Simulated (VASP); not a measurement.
# BeP (F-43m) in VASP: single point with PBE

Aim: the single point of BeP with PBE.

All numbers are computed with VASP 6.6.1; they aren't measurements. Logs are shortened: lines on timing, memory, paths and dates and some standing lists are left out, and cuts for length are marked.

### 1 The cell of the first run

Symmetry: F-43m, No. 216, cubic system. Conventional cell: a = 5.018 Å, b = 5.018 Å, c = 5.018 Å, α = 90.00°, β = 90.00°, γ = 90.00°. Be (site symmetry -43m) has 4 P at 2.17 Å within 2.9 Å. P (site symmetry -43m) has 4 Be at 2.17 Å within 2.9 Å.

### 2 Single point, PBE

Contents of POSCAR:

```
BeP
1.0
    0.0000000000      2.5090590000      2.5090590000
    2.5090590000      0.0000000000      2.5090590000
    2.5090590000      2.5090590000      0.0000000000
Be P
1 1
Direct
    0.0000000000      0.0000000000      0.0000000000
    0.2500000000      0.2500000000      0.2500000000
```

Contents of INCAR.step1:

```
SYSTEM = BeP
ALGO     = Normal         ! electronic algorithm
EDIFF    = 1E-6           ! SCF threshold, eV
ENCUT    = 520            ! plane-wave cutoff, eV
GGA      = PE             ! functional
GGA_COMPAT= .FALSE.      
ISIF     = 2              ! what is computed and relaxed
ISMEAR   = 1              ! smearing method
LASPH    = .TRUE.         ! aspherical terms in the spheres
LCHARG   = .TRUE.         ! write CHGCAR
LORBIT   = 11             ! projections on sites
LREAL    = .FALSE.        ! projectors in reciprocal space
LWAVE    = .FALSE.        ! write WAVECAR
NBANDS   = 10             ! bands
NEDOS    = 2001           ! points of the DOS
NELM     = 120            ! most SCF steps
PREC     = Accurate       ! precision mode
SIGMA    = 0.0143         ! smearing width, eV
```

Contents of KPOINTS.step1:

```
k-points
0
G
  9 9 9
  0 0 0
```

Contents of INCAR.step2:

```
SYSTEM = BeP
ALGO     = Normal         ! electronic algorithm
EDIFF    = 1E-6           ! SCF threshold, eV
ENCUT    = 520            ! plane-wave cutoff, eV
GGA      = PE             ! functional
GGA_COMPAT= .FALSE.      
ICHARG   = 11             ! starting density
ISIF     = 2              ! what is computed and relaxed
ISMEAR   = -5             ! smearing method
LASPH    = .TRUE.         ! aspherical terms in the spheres
LCHARG   = .FALSE.        ! write CHGCAR
LORBIT   = 11             ! projections on sites
LREAL    = .FALSE.        ! projectors in reciprocal space
LWAVE    = .FALSE.        ! write WAVECAR
NBANDS   = 10             ! bands
NEDOS    = 1001           ! points of the DOS
NELM     = 120            ! most SCF steps
PREC     = Accurate       ! precision mode
SIGMA    = 0.0143         ! smearing width, eV
```

Contents of KPOINTS.step2:

```
k-points
0
G
  14 14 14
  0 0 0
```

Potentials or basis: VASP PAW PBE potentials, release 64 (Be, P).

Command:

```sh
$ cat potpaw_PBE.64/Be/POTCAR potpaw_PBE.64/P/POTCAR > POTCAR
$ cp INCAR.step1 INCAR
$ cp KPOINTS.step1 KPOINTS
$ mpirun -np 1 vasp_std > vasp.out
$ cp INCAR.step2 INCAR
$ cp KPOINTS.step2 KPOINTS
$ mpirun -np 1 vasp_std > vasp.out
```

OUTCAR:

```text
SYSTEM = BeP
   EDIFF = 1E-6
   ENCUT = 520
   GGA = PE
   ICHARG = 11
   ISIF = 2
   ISMEAR = -5
   LASPH = .TRUE.
   LORBIT = 11
   LREAL = .FALSE.
   NELM = 120
   PREC = Accurate

 ion  position               nearest neighbor table
   1  0.000  0.000  0.000-   2 2.17   2 2.17   2 2.17   2 2.17
   2  0.250  0.250  0.250-   1 2.17   1 2.17   1 2.17   1 2.17

  LATTYP: Found a face centered cubic cell.
 ALAT       =     5.0181180000

  Lattice vectors:

 A1 = (   0.0000000000,   2.5090590000,   2.5090590000)
 A2 = (   2.5090590000,   0.0000000000,   2.5090590000)
 A3 = (   2.5090590000,   2.5090590000,   0.0000000000)

Analysis of symmetry for initial positions (statically):
=====================================================================
 Subroutine PRICEL returns:
 Original cell was already a primitive cell.

 Routine SETGRP: Setting up the symmetry group for a
 face centered cubic supercell.

 Subroutine GETGRP returns: Found 24 space group operations
 (whereof 24 operations were pure point group operations)
 out of a pool of 48 trial point group operations.

The static configuration has the point symmetry T_d .

Analysis of symmetry for dynamics (positions and initial velocities):
=====================================================================
 Subroutine PRICEL returns:
 Original cell was already a primitive cell.

 Routine SETGRP: Setting up the symmetry group for a
 face centered cubic supercell.

 Subroutine GETGRP returns: Found 24 space group operations
 (whereof 24 operations were pure point group operations)
 out of a pool of 48 trial point group operations.

The dynamic configuration has the point symmetry T_d .

 Subroutine INISYM returns: Found 24 space group operations
 (whereof 24 operations are pure point group operations),
 and found     1 'primitive' translations

----------------------------------------------------------------------------------------

                                     Primitive cell

  volume of cell :      31.5909

  direct lattice vectors                    reciprocal lattice vectors
     0.000000000  2.509059000  2.509059000    -0.199277897  0.199277897  0.199277897
     2.509059000  0.000000000  2.509059000     0.199277897 -0.199277897  0.199277897
     2.509059000  2.509059000  0.000000000     0.199277897  0.199277897 -0.199277897

  length of vectors
     3.548345267  3.548345267  3.548345267     0.345159442  0.345159442  0.345159442

  position of ions in fractional coordinates (direct lattice)
     0.000000000  0.000000000  0.000000000
     0.250000000  0.250000000  0.250000000

  ion indices of the primitive-cell ions
   primitive index   ion index
                 1           1
                 2           2

----------------------------------------------------------------------------------------

 KPOINTS: k-points

Automatic generation of k-mesh.
 Grid dimensions read from file:
 generate k-points for:   14   14   14

 Generating k-lattice:

  Cartesian coordinates                     Fractional coordinates (reciprocal lattice)
    -0.014234135  0.014234135  0.014234135     0.071428571  0.000000000  0.000000000
     0.014234135 -0.014234135  0.014234135     0.000000000  0.071428571  0.000000000
     0.014234135  0.014234135 -0.014234135     0.000000000  0.000000000  0.071428571

  Length of vectors
     0.024654246  0.024654246  0.024654246

  Shift w.r.t. Gamma in fractional coordinates (k-lattice)
     0.000000000  0.000000000  0.000000000

 TETIRR: Found    389 inequivalent tetrahedra from    16464

 Subroutine IBZKPT returns following result:
 ===========================================

 Found    104 irreducible k-points:

 Following reciprocal coordinates:
            Coordinates               Weight
  0.000000  0.000000  0.000000      1.000000
  0.071429  0.000000  0.000000      8.000000
  0.142857  0.000000  0.000000      8.000000
  0.214286  0.000000  0.000000      8.000000
  0.285714  0.000000  0.000000      8.000000
  0.357143  0.000000  0.000000      8.000000
[... 16 lines left out ...]
  0.214286  0.142857  0.000000     24.000000
  0.285714  0.142857  0.000000     24.000000
 [... further k-points ...]
   k-points           NKPTS =    104   k-points in BZ     NKDIM =    104   number of bands    NBANDS=     10
   number of dos      NEDOS =   1001   number of ions     NIONS =      2
   total plane-waves  NPLWV =  21952
   dimension x,y,z NGX =    28 NGY =   28 NGZ =   28
   dimension x,y,z NGXF=    56 NGYF=   56 NGZF=   56
   ions per type =               1   1
   NGX,Y,Z   is equivalent  to a cutoff of  13.12, 13.12, 13.12 a.u.
   NGXF,Y,Z  is equivalent  to a cutoff of  26.24, 26.24, 26.24 a.u.
 SYSTEM =  BeP
   PREC   = accura    normal or accurate (medium, high low for compatibility)
   ISTART =      0    job   : 0-new  1-cont  2-samecut
   ICHARG =     11    charge: 1-file 2-atom 10-const
   ISPIN  =      1    spin polarized calculation?
   LNONCOLLINEAR =      F non collinear calculations
   LSORBIT =      F    spin-orbit coupling
   LASPH  =      T    aspherical Exc in radial PAW
   ENCUT  =  520.0 eV  38.22 Ry    6.18 a.u.   6.60  6.60  6.60*2*pi/ulx,y,z
   NELM   =    120;   NELMIN=  2; NELMDL=  0     # of ELM steps
   EDIFF  = 0.1E-05   stopping-criterion for ELM
   LREAL  =      F    real-space projection
   EDIFFG = 0.1E-04   stopping-criterion for IOM
   NSW    =      0    number of steps for IOM
   IBRION =     -1    ionic relax: 0-MD 1-quasi-New 2-CG
   NFREE  =      0    steps in history (QN), initial steepest desc. (CG)
   ISIF   =      2    stress and relaxation
   ISYM   =      2    0-nonsym 1-usesym 2-fastsym
   POTIM  = 0.5000    time-step for ionic-motion
   TEBEG  =    0.0;   TEEND  =   0.0 temperature during run
   PSTRESS=    0.0 pullay stress
   NELECT =       7.0000    total number of electrons
   NUPDOWN=      -1.0000    fix difference up-down
   EMIN   =  10.00;   EMAX   =-10.00  energy-range for DOS
   EFERMI =   0.00;   METHOD = LEGACY
   ISMEAR =    -5;   SIGMA  =   0.01  broadening in eV -4-tet -1-fermi 0-gaus
   EFERMI_NEDOS =   21; number of points for ismear=-14 and -15
   IALGO  =     38    algorithm
   IMIX   =      4    mixing-type and parameters
     AMIX     =   0.40;   BMIX     =  1.00
     AMIX_MAG =   1.60;   BMIX_MAG =  1.00
  volume/ion in A,a.u.               =      15.80       106.59
  Fermi-wavevector in a.u.,A,eV,Ry     =   0.990649  1.872056 13.352570  0.981386
  Thomas-Fermi vector in A             =   2.122335
   LORBIT       =     11    0 simple, 1 ext, 2 COOP (PROOUT), +10 PAW based schemes
   GGA     = PE    functional components
   LHFCALC =     F    Hartree Fock is set to
   AEXX    =    0.0000 exact exchange contribution
   IVDW    =     0    specifies the selected vdW correction
   LEPSILON=     F    determine dielectric tensor
   LRPA    =     F    only Hartree local field effects (RPA)
 non-spin polarized calculation
 Fermi weights with tetrahedron method with Bloechl corrections
  energy-cutoff  :      520.00
  volume of cell :       31.59
 maximum number of plane-waves:       881

 number of electron       7.0000000 magnetization

 Free energy of the ion-electron system (eV)
  ---------------------------------------------------
  ext. energy  EPLUGINS =         0.00000000
  ---------------------------------------------------
  free energy    TOTEN  =        -8.96127928 eV

  energy without entropy =       -8.96127928  energy(sigma->0) =       -8.96127928

 E-fermi :   3.5130     XC(G=0):  -9.4595

 val. band max:        3.5785803819   @ k =   0.2857   0.1429   0.0000
 cond. band min:       3.4582877118   @ k =   0.3571   0.1429   0.0000
 fundamental gap:     -0.1202926701
 Fermi energy:         3.5130294644

 k-point     1 :       0.0000    0.0000    0.0000
  band No.  band energies     occupation
      1      -7.7809      2.00000
      2       5.1237      0.00000
      3       5.1237      0.00000
      4       5.1237      0.00000
      5       8.9426      0.00000
      6       8.9426      0.00000
      7       8.9426      0.00000
      8      10.7981      0.00000
      9      15.7352      0.00000
     10      15.7354      0.00000

 k-point     2 :       0.0714    0.0000    0.0000
  band No.  band energies     occupation
      1      -7.7158      2.00000
      2       4.5917     -0.00865
      3       5.0248      0.00000
      4       5.0248      0.00000
      5       9.0964      0.00000
      6       9.0964      0.00000
      7       9.1066      0.00000
      8      11.1488      0.00000
      9      15.4254      0.00000
     10      15.4256      0.00000

 k-point     3 :       0.1429    0.0000    0.0000
  band No.  band energies     occupation
      1      -7.5233      2.00000
      2       3.4332      1.21902
      3       4.7839      0.00000
      4       4.7839      0.00000
      5       9.2690      0.00000
      6       9.4631      0.00000
      7       9.4631      0.00000
      8      12.0722      0.00000
      9      14.9290      0.00000
     10      14.9291      0.00000
[... 248 lines left out ...]
 k-point    23 :       0.2143    0.1429    0.0000
  band No.  band energies     occupation
      1      -7.2085      2.00000
      2       2.9032      2.04983
      3       3.8394     -0.07345
      4       4.0331     -0.04657
      5       8.4488      0.00000
      6      10.7427      0.00000
      7      10.9094      0.00000
      8      11.4585      0.00000
      9      14.3533      0.00000
     10      16.2205      0.00000

 k-point    24 :       0.2857    0.1429    0.0000
  band No.  band energies     occupation
      1      -6.8713      2.00000
      2       1.7265      2.00000
      3       3.5786      1.18581
      4       3.7866      0.02973
      5       8.6836      0.00000
      6      10.8888      0.00000
      7      11.2594      0.00000
      8      11.3842      0.00000
      9      15.3857      0.00000
     10      16.3936      0.00000

 [... further k-points ...]

------------------------ aborting loop because EDIFF is reached ----------------------------------------

  FORCE on cell =-STRESS in cart. coord.  units (eV):
  Direction    XX          YY          ZZ          XY          YZ          ZX
  --------------------------------------------------------------------------------------
  -------------------------------------------------------------------------------------
  Total       -0.5877908     -0.5877908     -0.5877908      0.0000000      0.0000000     -0.0000000
  in kB      -29.8106008    -29.8106008    -29.8106008      0.0000000      0.0000000     -0.0000000
  external PRESSURE =     -29.8106008 kB  Pullay stress =       0.0000000 kB

 VOLUME and BASIS-vectors are now :
 -----------------------------------------------------------------------------
  energy-cutoff  :      520.00
  volume of cell :       31.59
      direct lattice vectors                 reciprocal lattice vectors
     0.000000000  2.509059000  2.509059000    -0.199277897  0.199277897  0.199277897
     2.509059000  0.000000000  2.509059000     0.199277897 -0.199277897  0.199277897
     2.509059000  2.509059000  0.000000000     0.199277897  0.199277897 -0.199277897

 POSITION                                       TOTAL-FORCE (eV/Angst)
 -----------------------------------------------------------------------------------
      0.00000      0.00000      0.00000         0.000000      0.000000     -0.000000
      1.25453      1.25453      1.25453        -0.000000     -0.000000      0.000000
 -----------------------------------------------------------------------------------
    total drift:                                0.000000      0.000000      0.000000

  FREE ENERGIE OF THE ION-ELECTRON SYSTEM (eV)
  ---------------------------------------------------
  free  energy   TOTEN  =        -8.9612792769 eV

  energy  without entropy=       -8.9612792769  energy(sigma->0) =       -8.96127928

 total charge

# of ion       s       p       d       tot
------------------------------------------
    1        0.430   0.635   0.000   1.065
    2        1.051   1.447   0.000   2.498
--------------------------------------------------
tot          1.481   2.082   0.000   3.563
```

It took 12 s on 1 thread of Intel Xeon 6975P-C (Granite Rapids), shared host; peak memory 0.16 GiB.

What came out:

```
Valence electrons inside the program's atomic spheres : Be 1.06; P 2.50
```

Caveat: tetrahedron occupations give inexact forces and stress in metals.
